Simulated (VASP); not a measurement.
Wanted: the native input for a VASP 6.6.1 run.

| Property | Result |
| --- | --- |
| Task | single point |
| Functional | r2SCAN |
| Potentials or basis | VASP PAW PBE potentials, release 64 (Pb_d, Se) |
| Cutoff | 520 eV |
| k mesh | 10 × 10 × 10 |
| Occupations | gaussian, width 0.05 eV |
| Spin | no spin polarisation |
| Dipole correction | no |
| Further INCAR settings | ALGO = Normal; EDIFF = 1e-06; NBANDS = 17 |

The system is PbSe.

```
Pb Se
1.0
     0.00000    3.01275    3.16339
     3.01275    0.00000    3.16339
     3.01275    3.01275    0.00000
Pb Se
1 1
Direct
  0.00000 0.00000 0.00000
  0.50000 0.50000 0.50000
```

This cell differs from its parent crystal: ratio of the length along z to the lengths across it x 1.05, volume and fractional coordinates fixed.

The input as run:

POSCAR

```
PbSe
1.0
    0.0000000000      3.0127518457      3.1633894380
    3.0127518457      0.0000000000      3.1633894380
    3.0127518457      3.0127518457      0.0000000000
Pb Se
1 1
Direct
    0.0000000000      0.0000000000      0.0000000000
    0.5000000000      0.5000000000      0.5000000000
```

INCAR.step1

```
PREC = Accurate
ENCUT = 520
ISMEAR = 0
SIGMA = 0.05
LREAL = False
LASPH = True
NELM = 100
NBANDS = 17
GGA = PE
ALGO = Normal
EDIFF = 1E-4
LWAVE = True
LCHARG = False
```

INCAR.step2

```
PREC = Accurate
ENCUT = 520
EDIFF = 1E-6
ISMEAR = 0
SIGMA = 0.05
LREAL = False
LASPH = True
NELM = 100
ALGO = Normal
ISIF = 2
LWAVE = False
LCHARG = False
METAGGA = R2SCAN
LMIXTAU = True
NBANDS = 17
ISTART = 1
```

KPOINTS

```
Automatic mesh
0
Gamma
  10 10 10
```

Potentials or basis: VASP PAW PBE potentials, release 64 (Pb_d, Se).

Launch:

```console
$ cat potpaw_PBE.64/Pb_d/POTCAR potpaw_PBE.64/Se/POTCAR > POTCAR
$ cp INCAR.step1 INCAR
$ mpirun -np 1 vasp_std > vasp.out
$ cp INCAR.step2 INCAR
$ mpirun -np 1 vasp_std > vasp.out
```

It gave:

```
Pressure               : 1.8 GPa
Band gap on the k mesh : 0.51 eV
```

Caveat: the stress differs along the axes, from -2 to 4 GPa; the PAW data sets were made with another functional, which shifts forces and pressure a little; spin-orbit coupling is left out, which moves the levels of the heavy elements.

Wall time 8.2 min on 1 thread of Intel Xeon 8259CL, on a shared host, peak memory 0.26 GiB.
